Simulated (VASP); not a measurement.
# MnB5 (R-3m) in VASP: single point with PBE

Aim: the single point of MnB5 with PBE.

Program: VASP 6.6.1. These are calculated values, not measurements. Logs are shortened: lines on timing, memory, paths and dates and some standing lists are left out, and cuts for length are marked.

## 1. The cell of the first run

Symmetry: R-3m, No. 166, trigonal system. The conventional cell has a = 2.922 Å, b = 2.922 Å, c = 18.061 Å, α = 90.00°, β = 90.00°, γ = 120.00°. Within 3.0 Å of Mn (site symmetry -3m) lie 12 B at 2.19 to 2.39 Å and 6 Mn at 2.92 Å. B (site symmetry -3m) has 8 B at 1.61 to 2.14 Å within 2.2 Å. B (site symmetry 3m) has 4 B at 1.61 to 1.71 Å within 2.1 Å. Within 2.3 Å of B (site symmetry 3m) lie 6 B at 1.71 to 2.14 Å.

## 2. Single point, PBE, collinear spin, ferromagnetic start

INCAR

```
ALGO = Normal ; EDIFF = 1E-6
ENCUT = 520 ; GGA = PE
ISIF = 2 ; ISMEAR = 0
ISPIN = 2 ; LASPH = True
LCHARG = False ; LMAXMIX = 4
LORBIT = 11 ; LREAL = False
LWAVE = False ; MAGMOM = 2.02 0 0 0 0 0
NBANDS = 27 ; NELM = 150
PREC = Accurate ; SIGMA = 0.1
```

KPOINTS

```
k-points
0
Gamma
  12 12 12
```

POSCAR

```
MnB5
1.0
    1.4610914244      0.8435615272      6.0202129773
   -1.4610914244      0.8435615272      6.0202129773
    0.0000000000     -1.6871230544      6.0202129773
Mn B
1 5
Direct
    0.0000000000      0.0000000000      0.0000000000
    0.5000000000      0.5000000000      0.5000000000
    0.5891030323      0.5891030323      0.5891030323
    0.4108969677      0.4108969677      0.4108969677
    0.2392875446      0.2392875446      0.2392875446
    0.7607124554      0.7607124554      0.7607124554
```

Potentials or basis: VASP PAW PBE potentials, release 64 (Mn_pv, B).

Command:

```
cat potpaw_PBE.64/Mn_pv/POTCAR potpaw_PBE.64/B/POTCAR > POTCAR
mpirun -np 1 vasp_std > vasp.out
```

OUTCAR:

```text
EDIFF = 1E-6
   ENCUT = 520
   GGA = PE
   ISIF = 2
   ISMEAR = 0
   ISPIN = 2
   LASPH = True
   LORBIT = 11
   LREAL = False
   NELM = 150
   PREC = Accurate

 ion  position               nearest neighbor table
   1  0.000  0.000  0.000-   3 2.19   3 2.19   4 2.19   4 2.19   3 2.19   4 2.19   6 2.39   5 2.39
                             6 2.39   5 2.39   6 2.39   5 2.39
   2  0.500  0.500  0.500-   3 1.61   4 1.61   5 2.14   5 2.14   6 2.14   6 2.14   5 2.14   6 2.14

   3  0.589  0.589  0.589-   2 1.61   5 1.71   5 1.71   5 1.71   1 2.19   1 2.19   1 2.19
   4  0.411  0.411  0.411-   2 1.61   6 1.71   6 1.71   6 1.71   1 2.19   1 2.19   1 2.19
   5  0.239  0.239  0.239-   3 1.71   3 1.71   3 1.71   2 2.14   2 2.14   2 2.14   1 2.39   1 2.39
                             1 2.39
   6  0.761  0.761  0.761-   4 1.71   4 1.71   4 1.71   2 2.14   2 2.14   2 2.14   1 2.39   1 2.39
                             1 2.39

  LATTYP: Found a trigonal (rhomboedric) cell.
 ALAT       =     6.2521475105
 COS(alpha) =     0.8907739201

  Lattice vectors:

 A1 = (   1.4610914244,   0.8435615272,   6.0202129773)
 A2 = (  -1.4610914244,   0.8435615272,   6.0202129773)
 A3 = (   0.0000000000,  -1.6871230544,   6.0202129773)

Analysis of symmetry for initial positions (statically):
=====================================================================
 Subroutine PRICEL returns:
 Original cell was already a primitive cell.

 Routine SETGRP: Setting up the symmetry group for a
 trigonal (rhombohedral) supercell.

 Subroutine GETGRP returns: Found 12 space group operations
 (whereof 12 operations were pure point group operations)
 out of a pool of 12 trial point group operations.

The static configuration has the point symmetry D_3d.

Analysis of symmetry for dynamics (positions and initial velocities):
=====================================================================
 Subroutine PRICEL returns:
 Original cell was already a primitive cell.

 Routine SETGRP: Setting up the symmetry group for a
 trigonal (rhombohedral) supercell.

 Subroutine GETGRP returns: Found 12 space group operations
 (whereof 12 operations were pure point group operations)
 out of a pool of 12 trial point group operations.

The dynamic configuration has the point symmetry D_3d.

Analysis of structural, dynamic, and magnetic symmetry:
=====================================================================
 Subroutine PRICEL returns:
 Original cell was already a primitive cell.

 Routine SETGRP: Setting up the symmetry group for a
 trigonal (rhombohedral) supercell.

 Subroutine GETGRP returns: Found 12 space group operations
 (whereof 12 operations were pure point group operations)
 out of a pool of 12 trial point group operations.

The overall configuration has the point symmetry D_3d.

 Subroutine INISYM returns: Found 12 space group operations
 (whereof 12 operations are pure point group operations),
 and found     1 'primitive' translations

----------------------------------------------------------------------------------------

                                     Primitive cell

  volume of cell :      44.5202

  direct lattice vectors                    reciprocal lattice vectors
     1.461091424  0.843561527  6.020212977     0.342209934  0.197574998  0.055369027
    -1.461091424  0.843561527  6.020212977    -0.342209934  0.197574998  0.055369027
     0.000000000 -1.687123054  6.020212977     0.000000000 -0.395149995  0.055369027

  length of vectors
     6.252147510  6.252147510  6.252147510     0.399010335  0.399010335  0.399010335

  position of ions in fractional coordinates (direct lattice)
     0.000000000  0.000000000  0.000000000
     0.500000000  0.500000000  0.500000000
     0.589103032  0.589103032  0.589103032
     0.410896968  0.410896968  0.410896968
     0.239287545  0.239287545  0.239287545
     0.760712455  0.760712455  0.760712455

  ion indices of the primitive-cell ions
   primitive index   ion index
                 1           1
                 2           2
                 3           3
                 4           4
                 5           5
                 6           6

[... 50 lines left out ...]
  0.500000  0.166667 -0.000000     12.000000
 -0.416667  0.166667  0.000000     12.000000
 [... further k-points ...]
   k-points           NKPTS =    189   k-points in BZ     NKDIM =    189   number of bands    NBANDS=     27
   number of dos      NEDOS =    301   number of ions     NIONS =      6
   total plane-waves  NPLWV = 110592
   dimension x,y,z NGX =    48 NGY =   48 NGZ =   48
   dimension x,y,z NGXF=    96 NGYF=   96 NGZF=   96
   ions per type =               1   5
   NGX,Y,Z   is equivalent  to a cutoff of  12.76, 12.76, 12.76 a.u.
   NGXF,Y,Z  is equivalent  to a cutoff of  25.53, 25.53, 25.53 a.u.
 SYSTEM =  unknown system
   PREC   = accura    normal or accurate (medium, high low for compatibility)
   ISTART =      0    job   : 0-new  1-cont  2-samecut
   ICHARG =      2    charge: 1-file 2-atom 10-const
   ISPIN  =      2    spin polarized calculation?
   LNONCOLLINEAR =      F non collinear calculations
   LSORBIT =      F    spin-orbit coupling
   LASPH  =      T    aspherical Exc in radial PAW
   ENCUT  =  520.0 eV  38.22 Ry    6.18 a.u.  11.62 11.62 11.62*2*pi/ulx,y,z
   NELM   =    150;   NELMIN=  2; NELMDL= -5     # of ELM steps
   EDIFF  = 0.1E-05   stopping-criterion for ELM
   LREAL  =      F    real-space projection
   EDIFFG = 0.1E-04   stopping-criterion for IOM
   NSW    =      0    number of steps for IOM
   IBRION =     -1    ionic relax: 0-MD 1-quasi-New 2-CG
   NFREE  =      0    steps in history (QN), initial steepest desc. (CG)
   ISIF   =      2    stress and relaxation
   ISYM   =      2    0-nonsym 1-usesym 2-fastsym
   POTIM  = 0.5000    time-step for ionic-motion
   TEBEG  =    0.0;   TEEND  =   0.0 temperature during run
   PSTRESS=    0.0 pullay stress
   NELECT =      28.0000    total number of electrons
   NUPDOWN=      -1.0000    fix difference up-down
   EMIN   =  10.00;   EMAX   =-10.00  energy-range for DOS
   EFERMI =   0.00;   METHOD = LEGACY
   ISMEAR =     0;   SIGMA  =   0.10  broadening in eV -4-tet -1-fermi 0-gaus
   EFERMI_NEDOS =   21; number of points for ismear=-14 and -15
   IALGO  =     38    algorithm
   IMIX   =      4    mixing-type and parameters
     AMIX     =   0.40;   BMIX     =  1.00
     AMIX_MAG =   1.60;   BMIX_MAG =  1.00
  volume/ion in A,a.u.               =       7.42        50.07
  Fermi-wavevector in a.u.,A,eV,Ry     =   1.402626  2.650578 26.767538  1.967359
  Thomas-Fermi vector in A             =   2.525369
   LORBIT       =     11    0 simple, 1 ext, 2 COOP (PROOUT), +10 PAW based schemes
   GGA     = PE    functional components
   LHFCALC =     F    Hartree Fock is set to
   AEXX    =    0.0000 exact exchange contribution
   IVDW    =     0    specifies the selected vdW correction
   LEPSILON=     F    determine dielectric tensor
   LRPA    =     F    only Hartree local field effects (RPA)
 spin polarized calculation
 Gauss-broadening in eV      SIGMA  =   0.10
  energy-cutoff  :      520.00
  volume of cell :       44.52
 maximum number of plane-waves:      1258
   NGX = 23   NGY = 23   NGZ = 23

 number of electron      28.0000008 magnetization       1.9184120

 Free energy of the ion-electron system (eV)
  ---------------------------------------------------
  ext. energy  EPLUGINS =         0.00000000
  ---------------------------------------------------
  free energy    TOTEN  =       -42.03669110 eV

  energy without entropy =      -42.02888772  energy(sigma->0) =      -42.03278941

 E-fermi :   8.2148     XC(G=0): -12.5544

 val. band max:        8.2143802180   @ k =  -0.4167   0.0833   0.0000
 cond. band min:       8.2184872792   @ k =   0.5000   0.5000   0.4167
 fundamental gap:      0.0041070611
 Fermi energy:         8.2148343242

 spin component 1

 k-point     1 :       0.0000    0.0000    0.0000
  band No.  band energies     occupation
      1     -41.1167      1.00000
      2     -41.1167      1.00000
      3     -41.0333      1.00000
      4      -7.1628      1.00000
      5      -4.7529      1.00000
      6      -1.9315      1.00000
[... 685 lines left out ...]
     25      21.2713      0.00000
     26      22.3862      0.00000

 [... further k-points ...]

 spin component 2

 k-point     1 :       0.0000    0.0000    0.0000
  band No.  band energies     occupation
      1     -39.1298      1.00000
      2     -38.8997      1.00000
      3     -38.8997      1.00000
      4      -7.1348      1.00000
      5      -4.7402      1.00000
      6      -1.8734      1.00000
[... 685 lines left out ...]
     25      21.3063      0.00000
     26      22.4993      0.00000

 [... further k-points ...]

 [bands above 26 left out]

------------------------ aborting loop because EDIFF is reached ----------------------------------------

  FORCE on cell =-STRESS in cart. coord.  units (eV):
  Direction    XX          YY          ZZ          XY          YZ          ZX
  --------------------------------------------------------------------------------------
  -------------------------------------------------------------------------------------
  Total        0.0131818      0.0131818      0.0060760      0.0000000      0.0000000      0.0000000
  in kB        0.4743804      0.4743804      0.2186626      0.0000000      0.0000000      0.0000000
  external PRESSURE =       0.3891411 kB  Pullay stress =       0.0000000 kB

 VOLUME and BASIS-vectors are now :
 -----------------------------------------------------------------------------
  energy-cutoff  :      520.00
  volume of cell :       44.52
      direct lattice vectors                 reciprocal lattice vectors
     1.461091424  0.843561527  6.020212977     0.342209934  0.197574998  0.055369027
    -1.461091424  0.843561527  6.020212977    -0.342209934  0.197574998  0.055369027
     0.000000000 -1.687123054  6.020212977     0.000000000 -0.395149995  0.055369027

 POSITION                                       TOTAL-FORCE (eV/Angst)
 -----------------------------------------------------------------------------------
      0.00000      0.00000      0.00000        -0.000000      0.000000      0.000000
      0.00000      0.00000      9.03032         0.000000      0.000000      0.000000
      0.00000      0.00000     10.63958        -0.000000     -0.000000      0.004151
      0.00000      0.00000      7.42106        -0.000000      0.000000     -0.004151
      0.00000      0.00000      4.32169        -0.000000     -0.000000     -0.006385
      0.00000      0.00000     13.73895        -0.000000      0.000000      0.006385
 -----------------------------------------------------------------------------------
    total drift:                                0.000000      0.000000     -0.000000

  FREE ENERGIE OF THE ION-ELECTRON SYSTEM (eV)
  ---------------------------------------------------
  free  energy   TOTEN  =       -42.0366911034 eV

  energy  without entropy=      -42.0288877208  energy(sigma->0) =      -42.03278941

 total charge

# of ion       s       p       d       tot
------------------------------------------
    1        0.289   6.359   5.231  11.878
    2        0.684   1.167   0.000   1.851
    3        0.714   1.477   0.000   2.191
    4        0.714   1.477   0.000   2.191
    5        0.673   1.227   0.000   1.899
    6        0.673   1.227   0.000   1.899
--------------------------------------------------
tot          3.747  12.933   5.231  21.910

 magnetization (x)

# of ion       s       p       d       tot
------------------------------------------
    1        0.006   0.010   1.938   1.955
    2       -0.003   0.004   0.000   0.001
    3       -0.007  -0.022   0.000  -0.030
    4       -0.007  -0.022   0.000  -0.030
    5        0.008  -0.001   0.000   0.006
    6        0.008  -0.001   0.000   0.006
--------------------------------------------------
tot          0.004  -0.033   1.938   1.910
```

Wall time 18 min (1 thread of Intel Xeon Platinum 8488C (Sapphire Rapids), shared host); peak memory 0.63 GiB.

Results:

```yaml
Free_energy: -42.0367 eV
Pressure: 0.0 GPa
Largest_force: 0.006 eV/Å
Net_moment: 1.92 μB per cell
Site_moments: Mn +1.96; B +0.00, -0.03, +0.01 (each value once) μB
Valence_electrons_inside_the_program's_atomic_spheres: Mn 11.88; B 1.85, 2.19, 1.90 (each value once)
```

Forces in eV/Å, atoms in the order of the input:
```
Mn   0.000  0.000  0.000
B    0.000  0.000  0.000
B    0.000  0.000  0.004
B    0.000  0.000 -0.004
B    0.000  0.000 -0.006
B    0.000  0.000  0.006
```

Levels at points of the mesh, in eV from the Fermi level:
Spin up:
| k point | band 11 | band 12 | band 13 | band 14 | band 15 | band 16 | band 17 | band 18 | band 19 | band 20 |
| --- | --- | --- | --- | --- | --- | --- | --- | --- | --- | --- |
| (0.00, 0.00, 0.00) | -1.89 | -1.89 | -1.22 | -1.22 | 0.97 | 0.97 | 4.15 | 5.57 | 5.57 | 7.30 |
| (0.50, 0.00, 0.00) | -4.67 | -3.00 | -2.18 | -0.96 | -0.68 | 0.20 | 2.26 | 2.60 | 5.32 | 5.87 |
| (0.50, 0.50, 0.00) | -4.20 | -3.64 | -1.43 | -0.96 | -0.84 | 0.59 | 1.48 | 2.64 | 4.39 | 5.51 |
| (0.50, 0.50, 0.50) | -1.89 | -1.89 | -0.17 | -0.17 | -0.10 | -0.10 | 5.74 | 6.06 | 6.06 | 6.12 |
Spin down:
```
           k point  band 10  band 11  band 12  band 13  band 14  band 15  band 16  band 17
(0.00, 0.00, 0.00)    -1.74    -1.19    -1.19    -0.39    -0.39     1.79     1.79     4.65
(0.50, 0.00, 0.00)    -4.71    -4.20    -2.97    -0.89     0.47     1.21     2.00     2.31
(0.50, 0.50, 0.00)    -4.16    -3.91    -2.46    -1.46     0.69     1.18     1.78     2.52
(0.50, 0.50, 0.50)    -0.78    -0.36    -0.36    -0.15    -0.15     0.81     0.81     5.65
```

Caveat: a cell with one magnetic atom can't hold antiferromagnetic order, which such compounds often take.
